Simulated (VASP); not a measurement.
# KRu4O (F-43m) in VASP: further runs

The runs below take KRu4O through single point, with PBE.

All numbers are computed with VASP 6.6.1; they aren't measurements. Logs are shortened: lines on timing, memory, paths and dates and some standing lists are left out, and cuts for length are marked.

**1. The cell of the first run**

It takes space group F-43m (No. 216, cubic). Conventional cell: a = 7.366 Å, b = 7.366 Å, c = 7.366 Å, α = 90.00°, β = 90.00°, γ = 90.00°. Within 4.0 Å of K (site symmetry -43m) lie 12 Ru at 3.06 Å and 4 O at 3.19 Å. Ru (site symmetry 3m) has 6 Ru at 2.58 to 2.63 Å and 3 O at 3.05 Å and 3 K at 3.06 Å within 3.4 Å. O (site symmetry -43m) has 12 Ru at 3.05 Å and 4 K at 3.19 Å within 4.0 Å.

The cell was built from a structure type or drawn by symmetry, and may not be a known phase.

**2. Single point, PBE**

Contents of INCAR:

```
  ALGO = Normal
  EDIFF = 1E-6
  ENCUT = 520
  GGA = PE
  ISIF = 2
  ISMEAR = 0
  LASPH = True
  LCHARG = False
  LREAL = False
  LWAVE = False
  NBANDS = 44
  NELM = 100
  PREC = Accurate
  SIGMA = 0.1
```

Contents of KPOINTS:

```
k-points
0
Gamma
  10 10 10
```

Contents of POSCAR:

```
KRu4O
1.0
    0.0000000000      3.6832415184      3.6832415184
    3.6832415184      0.0000000000      3.6832415184
    3.6832415184      3.6832415184      0.0000000000
K Ru O
1 4 1
Direct
    0.0000000000      0.0000000000      0.0000000000
    0.6237551045      0.6237551045      0.1287346864
    0.6237551045      0.6237551045      0.6237551045
    0.1287346864      0.6237551045      0.6237551045
    0.6237551045      0.1287346864      0.6237551045
    0.2500000000      0.2500000000      0.2500000000
```

Potentials or basis: VASP PAW PBE potentials, release 64 (K_sv, Ru_pv, O).

Command:

```console
$ cat potpaw_PBE.64/K_sv/POTCAR potpaw_PBE.64/Ru_pv/POTCAR potpaw_PBE.64/O/POTCAR > POTCAR
$ mpirun -np 1 vasp_std > vasp.out
```

OUTCAR:

```text
EDIFF = 1E-6
   ENCUT = 520
   GGA = PE
   ISIF = 2
   ISMEAR = 0
   LASPH = True
   LREAL = False
   NELM = 100
   PREC = Accurate

 ion  position               nearest neighbor table
   1  0.000  0.000  0.000-   2 3.06   5 3.06   2 3.06   4 3.06   4 3.06   5 3.06   3 3.06   3 3.06
                             3 3.06   2 3.06   4 3.06   5 3.06
   2  0.624  0.624  0.129-   3 2.58   4 2.58   5 2.58   5 2.63   4 2.63   3 2.63   1 3.06   1 3.06
                             1 3.06
   3  0.624  0.624  0.624-   2 2.58   4 2.58   5 2.58   4 2.63   5 2.63   2 2.63   1 3.06   1 3.06
                             1 3.06
   4  0.129  0.624  0.624-   2 2.58   3 2.58   5 2.58   5 2.63   2 2.63   3 2.63   1 3.06   1 3.06
                             1 3.06
   5  0.624  0.129  0.624-   2 2.58   3 2.58   4 2.58   4 2.63   2 2.63   3 2.63   1 3.06   1 3.06
                             1 3.06
   6  0.250  0.250  0.250-

  LATTYP: Found a face centered cubic cell.
 ALAT       =     7.3664830368

  Lattice vectors:

 A1 = (   0.0000000000,   3.6832415184,   3.6832415184)
 A2 = (   3.6832415184,   0.0000000000,   3.6832415184)
 A3 = (   3.6832415184,   3.6832415184,   0.0000000000)

Analysis of symmetry for initial positions (statically):
=====================================================================
 Subroutine PRICEL returns:
 Original cell was already a primitive cell.

 Routine SETGRP: Setting up the symmetry group for a
 face centered cubic supercell.

 Subroutine GETGRP returns: Found 24 space group operations
 (whereof 24 operations were pure point group operations)
 out of a pool of 48 trial point group operations.

The static configuration has the point symmetry T_d .

Analysis of symmetry for dynamics (positions and initial velocities):
=====================================================================
 Subroutine PRICEL returns:
 Original cell was already a primitive cell.

 Routine SETGRP: Setting up the symmetry group for a
 face centered cubic supercell.

 Subroutine GETGRP returns: Found 24 space group operations
 (whereof 24 operations were pure point group operations)
 out of a pool of 48 trial point group operations.

The dynamic configuration has the point symmetry T_d .

 Subroutine INISYM returns: Found 24 space group operations
 (whereof 24 operations are pure point group operations),
 and found     1 'primitive' translations

----------------------------------------------------------------------------------------

                                     Primitive cell

  volume of cell :      99.9357

  direct lattice vectors                    reciprocal lattice vectors
     0.000000000  3.683241518  3.683241518    -0.135749990  0.135749990  0.135749990
     3.683241518  0.000000000  3.683241518     0.135749990 -0.135749990  0.135749990
     3.683241518  3.683241518  0.000000000     0.135749990  0.135749990 -0.135749990

  length of vectors
     5.208890109  5.208890109  5.208890109     0.235125880  0.235125880  0.235125880

  position of ions in fractional coordinates (direct lattice)
     0.000000000  0.000000000  0.000000000
     0.623755104  0.623755104  0.128734686
     0.623755104  0.623755104  0.623755104
     0.128734686  0.623755104  0.623755104
     0.623755104  0.128734686  0.623755104
     0.250000000  0.250000000  0.250000000

  ion indices of the primitive-cell ions
   primitive index   ion index
                 1           1
                 2           2
                 3           3
                 4           4
                 5           5
                 6           6

----------------------------------------------------------------------------------------

 KPOINTS: k-points

Automatic generation of k-mesh.
 Grid dimensions read from file:
 generate k-points for:   10   10   10

 Generating k-lattice:

  Cartesian coordinates                     Fractional coordinates (reciprocal lattice)
    -0.013574999  0.013574999  0.013574999     0.100000000  0.000000000  0.000000000
     0.013574999 -0.013574999  0.013574999     0.000000000  0.100000000  0.000000000
     0.013574999  0.013574999 -0.013574999     0.000000000  0.000000000  0.100000000

  Length of vectors
     0.023512588  0.023512588  0.023512588

  Shift w.r.t. Gamma in fractional coordinates (k-lattice)
     0.000000000  0.000000000  0.000000000

 Subroutine IBZKPT returns following result:
 ===========================================

 Found     47 irreducible k-points:

 Following reciprocal coordinates:
            Coordinates               Weight
  0.000000  0.000000  0.000000      1.000000
  0.100000  0.000000  0.000000      8.000000
  0.200000  0.000000  0.000000      8.000000
  0.300000  0.000000  0.000000      8.000000
  0.400000  0.000000  0.000000      8.000000
  0.500000  0.000000  0.000000      4.000000
[... 16 lines left out ...]
  0.300000  0.300000  0.000000      6.000000
  0.400000  0.300000  0.000000     24.000000
 [... further k-points ...]
   k-points           NKPTS =     47   k-points in BZ     NKDIM =     47   number of bands    NBANDS=     44
   number of dos      NEDOS =    301   number of ions     NIONS =      6
   total plane-waves  NPLWV =  64000
   dimension x,y,z NGX =    40 NGY =   40 NGZ =   40
   dimension x,y,z NGXF=    80 NGYF=   80 NGZF=   80
   ions per type =               1   4   1
   NGX,Y,Z   is equivalent  to a cutoff of  12.77, 12.77, 12.77 a.u.
   NGXF,Y,Z  is equivalent  to a cutoff of  25.53, 25.53, 25.53 a.u.
 SYSTEM =  unknown system
   PREC   = accura    normal or accurate (medium, high low for compatibility)
   ISTART =      0    job   : 0-new  1-cont  2-samecut
   ICHARG =      2    charge: 1-file 2-atom 10-const
   ISPIN  =      1    spin polarized calculation?
   LNONCOLLINEAR =      F non collinear calculations
   LSORBIT =      F    spin-orbit coupling
   LASPH  =      T    aspherical Exc in radial PAW
   ENCUT  =  520.0 eV  38.22 Ry    6.18 a.u.   9.69  9.69  9.69*2*pi/ulx,y,z
   NELM   =    100;   NELMIN=  2; NELMDL= -5     # of ELM steps
   EDIFF  = 0.1E-05   stopping-criterion for ELM
   LREAL  =      F    real-space projection
   EDIFFG = 0.1E-04   stopping-criterion for IOM
   NSW    =      0    number of steps for IOM
   IBRION =     -1    ionic relax: 0-MD 1-quasi-New 2-CG
   NFREE  =      0    steps in history (QN), initial steepest desc. (CG)
   ISIF   =      2    stress and relaxation
   ISYM   =      2    0-nonsym 1-usesym 2-fastsym
   POTIM  = 0.5000    time-step for ionic-motion
   TEBEG  =    0.0;   TEEND  =   0.0 temperature during run
   PSTRESS=    0.0 pullay stress
   NELECT =      71.0000    total number of electrons
   NUPDOWN=      -1.0000    fix difference up-down
   EMIN   =  10.00;   EMAX   =-10.00  energy-range for DOS
   EFERMI =   0.00;   METHOD = LEGACY
   ISMEAR =     0;   SIGMA  =   0.10  broadening in eV -4-tet -1-fermi 0-gaus
   EFERMI_NEDOS =   21; number of points for ismear=-14 and -15
   IALGO  =     38    algorithm
   IMIX   =      4    mixing-type and parameters
     AMIX     =   0.40;   BMIX     =  1.00
     AMIX_MAG =   1.60;   BMIX_MAG =  1.00
  volume/ion in A,a.u.               =      16.66       112.40
  Fermi-wavevector in a.u.,A,eV,Ry     =   1.460789  2.760490 29.033524  2.133904
  Thomas-Fermi vector in A             =   2.577197
   LORBIT       =      0    0 simple, 1 ext, 2 COOP (PROOUT), +10 PAW based schemes
   GGA     = PE    functional components
   LHFCALC =     F    Hartree Fock is set to
   AEXX    =    0.0000 exact exchange contribution
   IVDW    =     0    specifies the selected vdW correction
   LEPSILON=     F    determine dielectric tensor
   LRPA    =     F    only Hartree local field effects (RPA)
 non-spin polarized calculation
 Gauss-broadening in eV      SIGMA  =   0.10
  energy-cutoff  :      520.00
  volume of cell :       99.94
 maximum number of plane-waves:      2733
   NGX = 19   NGY = 19   NGZ = 19

 number of electron      70.9999987 magnetization

 Free energy of the ion-electron system (eV)
  ---------------------------------------------------
  ext. energy  EPLUGINS =         0.00000000
  ---------------------------------------------------
  free energy    TOTEN  =       -34.35754992 eV

  energy without entropy =      -34.27616972  energy(sigma->0) =      -34.31685982

 E-fermi :   6.6946     XC(G=0): -11.7134

 val. band max:        6.6936705781   @ k =  -0.3000   0.4000   0.1000
 cond. band min:       6.6949766861   @ k =   0.5000   0.3000   0.0000
 fundamental gap:      0.0013061080
 Fermi energy:         6.6946288171

 k-point     1 :       0.0000    0.0000    0.0000
  band No.  band energies     occupation
      1     -36.9929      2.00000
      2     -36.2517      2.00000
      3     -36.2517      2.00000
      4     -36.2517      2.00000
      5     -35.9528      2.00000
      6     -35.9528      2.00000
[... 36 lines left out ...]
     43      10.9873      0.00000
     44      10.9873      0.00000

 k-point     2 :       0.1000    0.0000    0.0000
  band No.  band energies     occupation
      1     -36.9753      2.00000
      2     -36.2510      2.00000
      3     -36.2443      2.00000
      4     -36.2443      2.00000
      5     -35.9489      2.00000
      6     -35.9489      2.00000
[... 36 lines left out ...]
     43      10.8504      0.00000
     44      11.1826      0.00000

 k-point     3 :       0.2000    0.0000    0.0000
  band No.  band energies     occupation
      1     -36.9266      2.00000
      2     -36.2488      2.00000
      3     -36.2245      2.00000
      4     -36.2245      2.00000
      5     -35.9361      2.00000
      6     -35.9361      2.00000
[... 976 lines left out ...]
     43      10.5971      0.00000
     44      12.0822      0.00000

 k-point    24 :       0.4000    0.3000    0.0000
  band No.  band energies     occupation
      1     -36.7304      2.00000
      2     -36.3624      2.00000
      3     -36.1079      2.00000
      4     -36.1054      2.00000
      5     -35.9322      2.00000
      6     -35.8424      2.00000
[... 36 lines left out ...]
     43      10.4286      0.00000
     44      11.7113      0.00000

 [... further k-points ...]

------------------------ aborting loop because EDIFF is reached ----------------------------------------

  FORCE on cell =-STRESS in cart. coord.  units (eV):
  Direction    XX          YY          ZZ          XY          YZ          ZX
  --------------------------------------------------------------------------------------
  -------------------------------------------------------------------------------------
  Total        0.0776730      0.0776730      0.0776730      0.0000000      0.0000000      0.0000000
  in kB        1.2452603      1.2452603      1.2452603      0.0000000      0.0000000      0.0000000
  external PRESSURE =       1.2452603 kB  Pullay stress =       0.0000000 kB

 VOLUME and BASIS-vectors are now :
 -----------------------------------------------------------------------------
  energy-cutoff  :      520.00
  volume of cell :       99.94
      direct lattice vectors                 reciprocal lattice vectors
     0.000000000  3.683241518  3.683241518    -0.135749990  0.135749990  0.135749990
     3.683241518  0.000000000  3.683241518     0.135749990 -0.135749990  0.135749990
     3.683241518  3.683241518  0.000000000     0.135749990  0.135749990 -0.135749990

 POSITION                                       TOTAL-FORCE (eV/Angst)
 -----------------------------------------------------------------------------------
      0.00000      0.00000      0.00000         0.000000      0.000000      0.000000
      2.77160      2.77160      4.59488        -0.004367     -0.004367      0.004367
      4.59488      4.59488      4.59488         0.004367      0.004367      0.004367
      4.59488      2.77160      2.77160         0.004367     -0.004367     -0.004367
      2.77160      4.59488      2.77160        -0.004367      0.004367     -0.004367
      1.84162      1.84162      1.84162         0.000000      0.000000      0.000000
 -----------------------------------------------------------------------------------
    total drift:                                0.000001      0.000001      0.000001

  FREE ENERGIE OF THE ION-ELECTRON SYSTEM (eV)
  ---------------------------------------------------
  free  energy   TOTEN  =       -34.3575499156 eV

  energy  without entropy=      -34.2761697229  energy(sigma->0) =      -34.31685982
```

Wall time 3.1 min (1 thread of Intel Xeon 6975P-C (Granite Rapids), shared host); peak memory 0.35 GiB.

Results:

```yaml
Free_energy: -34.3575 eV
Pressure: 0.1 GPa
Largest_force: 0.008 eV/Å
Band_gap_on_the_k_mesh: zero (an odd number of electrons rules out a gap without spin polarisation)
```

Forces on the atoms (eV/Å):
```
K    0.000  0.000  0.000
Ru  -0.004 -0.004  0.004
Ru   0.004  0.004  0.004
Ru   0.004 -0.004 -0.004
Ru  -0.004  0.004 -0.004
O    0.000  0.000  0.000
```

Caveat: an odd number of electrons without spin polarisation forces a metal; a magnetic or distorted state may lie lower.

**3. Single point, PBE**

Contents of INCAR:

```
SYSTEM = KRu4O
ALGO     = Normal         ! electronic algorithm
EDIFF    = 1E-6           ! SCF threshold, eV
ENCUT    = 520            ! plane-wave cutoff, eV
GGA      = PE             ! functional
ISIF     = 2              ! what is computed and relaxed
ISMEAR   = 0              ! smearing method
LASPH    = .True.         ! aspherical terms in the spheres
LCHARG   = .True.         ! write CHGCAR
LELF     = .True.         ! ELF
LREAL    = .False.        ! projectors in reciprocal space
LVHAR    = .True.       
LWAVE    = .False.        ! write WAVECAR
NBANDS   = 44             ! bands
NELM     = 80             ! most SCF steps
PREC     = Accurate       ! precision mode
SIGMA    = 0.1            ! smearing width, eV
```

Contents of KPOINTS:

```
k-points
0
Gamma
  10 10 10
  0 0 0
```

POSCAR is that of step 2.

Potentials or basis: VASP PAW PBE potentials, release 64 (K_sv, Ru_pv, O).

Command:

```console
$ cat potpaw_PBE.64/K_sv/POTCAR potpaw_PBE.64/Ru_pv/POTCAR potpaw_PBE.64/O/POTCAR > POTCAR
$ mpirun -np 1 vasp_std > vasp.out
```

It took 2.8 min on 1 thread of Intel Xeon 6975P-C (Granite Rapids), shared host; peak memory 0.34 GiB.

Results (log left out):

```yaml
Free_energy: -34.3575 eV
Pressure: 0.1 GPa
Largest_force: 0.008 eV/Å
Band_gap_on_the_k_mesh: zero (an odd number of electrons rules out a gap without spin polarisation)
```

Forces in eV/Å, atoms in the order of the input:
```
K    0.000  0.000  0.000
Ru  -0.004 -0.004  0.004
Ru   0.004  0.004  0.004
Ru   0.004 -0.004 -0.004
Ru  -0.004  0.004 -0.004
O    0.000  0.000  0.000
```

Levels at points of the mesh, in eV from the Fermi level:
| k point | band 33 | band 34 | band 35 | band 36 | band 37 | band 38 |
| --- | --- | --- | --- | --- | --- | --- |
| (0.00, 0.00, 0.00) | 0.11 | 0.12 | 0.12 | 0.12 | 0.26 | 0.26 |
| (0.50, 0.00, 0.00) | -0.91 | -0.50 | -0.50 | 0.03 | 0.11 | 0.11 |
| (0.50, 0.50, 0.00) | -1.30 | -1.30 | -0.62 | -0.05 | -0.05 | 0.17 |

Caveat: an odd number of electrons without spin polarisation forces a metal; a magnetic or distorted state may lie lower.

**4. Single point, PBE, collinear spin, antiferromagnetic start**

This run uses another cell than the first one, of 14.85 Å³/atom.

Contents of INCAR:

```
PREC = Accurate ; ENCUT = 520
EDIFF = 1E-6 ; ISMEAR = 0
SIGMA = 0.1 ; LREAL = F
LASPH = T ; NELM = 150
ALGO = Normal ; ISIF = 2
LWAVE = F ; LCHARG = F
ISPIN = 2 ; MAGMOM = 0 1 1 -1 -1 0
LORBIT = 11 ; LMAXMIX = 4
GGA = PE ; NBANDS = 48
```

Contents of KPOINTS:

```
regular mesh
0
Gamma
  4 4 4
```

Contents of POSCAR:

```
KRu4O
1.0
    0.0000000000      3.5452002800      3.5452002800
    3.5452002800      0.0000000000      3.5452002800
    3.5452002800      3.5452002800      0.0000000000
K Ru O
1 4 1
Direct
    0.0000000000      0.0000000000      0.0000000000
    0.3759208700      0.3759208700      0.8722373800
    0.8722373800      0.3759208700      0.3759208700
    0.3759208700      0.3759208700      0.3759208700
    0.3759208700      0.8722373800      0.3759208700
    0.7500000000      0.7500000000      0.7500000000
```

Command:

```console
$ cat potpaw_PBE.64/K_sv/POTCAR potpaw_PBE.64/Ru_pv/POTCAR potpaw_PBE.64/O/POTCAR > POTCAR
$ mpirun -np 1 vasp_std > vasp.out
```

Wall time 2.6 min (1 thread of Intel Xeon 6975P-C (Granite Rapids), shared host); peak memory 0.33 GiB.

It converged, with:

| Item | Value |
| --- | --- |
| Free energy | -33.8591 eV |
| Pressure | 19.9 GPa |
| Largest force | 0.013 eV/Å |
| Net moment | 0.00 μB per cell |
| Valence electrons inside the program's atomic spheres | K 7.77; Ru 12.74; O 4.70 |

Forces in eV/Å, atoms in the order of the input:
```
K    0.000  0.000  0.000
Ru   0.008  0.008 -0.008
Ru  -0.008  0.008  0.008
Ru  -0.008 -0.008 -0.008
Ru   0.008 -0.008  0.008
O    0.000  0.000  0.000
```

Levels at points of the mesh, in eV from the Fermi level:
Spin up:
```
           k point  band 32  band 33  band 34  band 35  band 36  band 37  band 38  band 39  band 40  band 41
(0.00, 0.00, 0.00)     0.13     0.13     0.14     0.14     0.14     0.31     0.31     3.07     3.07     3.07
(0.50, 0.00, 0.00)    -1.45    -0.82    -0.60    -0.60     0.03     0.12     0.12     0.24     0.50     0.50
(0.50, 0.50, 0.00)    -1.64    -1.53    -1.53    -0.53    -0.06    -0.06     0.20     0.33     0.45     0.45
(0.50, 0.00, 0.50)    -1.64    -1.53    -1.53    -0.53    -0.06    -0.06     0.20     0.33     0.45     0.45
```
Spin down:
| k point | band 32 | band 33 | band 34 | band 35 | band 36 | band 37 | band 38 | band 39 | band 40 | band 41 |
| --- | --- | --- | --- | --- | --- | --- | --- | --- | --- | --- |
| (0.00, 0.00, 0.00) | 0.13 | 0.13 | 0.14 | 0.14 | 0.14 | 0.31 | 0.31 | 3.07 | 3.07 | 3.07 |
| (0.50, 0.00, 0.00) | -1.45 | -0.82 | -0.60 | -0.60 | 0.03 | 0.12 | 0.12 | 0.24 | 0.50 | 0.50 |
| (0.50, 0.50, 0.00) | -1.64 | -1.53 | -1.53 | -0.53 | -0.06 | -0.06 | 0.20 | 0.33 | 0.45 | 0.45 |
| (0.50, 0.00, 0.50) | -1.64 | -1.53 | -1.53 | -0.53 | -0.06 | -0.06 | 0.20 | 0.33 | 0.45 | 0.45 |

Caveat: the k points lie up to 0.38 Å⁻¹ apart.

**5. Single point, PBE, collinear spin, antiferromagnetic start**

This run uses another cell than the first one, of 16.60 Å³/atom.

Contents of INCAR:

```
PREC = Accurate ; ENCUT = 520
EDIFF = 1E-6 ; ISMEAR = 0
SIGMA = 0.1 ; LREAL = False
LASPH = True ; NELM = 150
ALGO = Normal ; ISIF = 2
LWAVE = False ; LCHARG = False
ISPIN = 2 ; MAGMOM = 0 1 1 -1 -1 0
LORBIT = 11 ; LMAXMIX = 4
GGA = PE ; NBANDS = 48
```

KPOINTS is that of step 4.

Contents of POSCAR:

```
KRu4O
1.0
   -0.0000000422      3.6793581911      3.6793582507
    3.6793582085      0.0000000000      3.6793582085
    3.6793582507      3.6793581911     -0.0000000422
K Ru O
1 4 1
Direct
    0.0000000274     -0.0000000274      0.0000000274
    0.3761989613      0.3761988540      0.8714033308
    0.8714033308      0.3761988540      0.3761989613
    0.3761989689      0.3761988494      0.3761989689
    0.3761989689      0.8714032128      0.3761989689
    0.7499997328      0.7500002672      0.7499997328
```

Command:

```console
$ cat potpaw_PBE.64/K_sv/POTCAR potpaw_PBE.64/Ru_pv/POTCAR potpaw_PBE.64/O/POTCAR > POTCAR
$ mpirun -np 1 vasp_std > vasp.out
```

It took 2.3 min on 1 thread of Intel Xeon 6975P-C (Granite Rapids), shared host; peak memory 0.33 GiB.

The run converged, but its numbers aren't listed here, since they failed a check.

Caveat: the k points lie up to 0.37 Å⁻¹ apart; the result breaks the symmetry of the cell.
